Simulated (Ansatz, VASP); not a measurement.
**One calculation of Ti, two programs**

```
Ti
1.0
     1.52457    0.88021    7.36813
    -1.52457    0.88021    7.36813
     0.00000   -1.76042    7.36813
Ti
3
Direct
  0.00000 0.00000 0.00000
  0.22222 0.22222 0.22222
  0.77778 0.77778 0.77778
```

Alike in both runs: task single point; functional PBEsol; k mesh 6 × 6 × 6; occupations gaussian, width 0.1 eV; no spin polarisation.

|  | VASP | Ansatz |
| --- | --- | --- |
| version | VASP 6.6.1 | Ansatz 0.2.0 |
| potentials or method | VASP PAW PBE potentials, release 64 (Ti_sv), cutoff 520 eV | scalar-relativistic, plane waves, PAW |
| valence electrons in the cell | 36 | 36 |

|  | VASP | Ansatz | Ansatz less VASP |
| --- | --- | --- | --- |
| gap on the k mesh at the Fermi level (eV) | none | none | - |
| pressure (GPa) | -14.6 | -14.5 | +0.07 |
| traceless stress, the component that is largest in VASP (GPa) | -0.19 | -0.20 | -0.002 |
| rms of the force components (eV/Å) | 0.031 | 0.031 | -0.0002 |

VASP's potentials were made for PBE, not for PBEsol. Atom by atom the forces differ by 0.000 eV/Å (rms over components). A gap of «none» marks a metal or a gap that the smearing closes.

The k mesh is coarse, so the values compare programs but aren't converged.
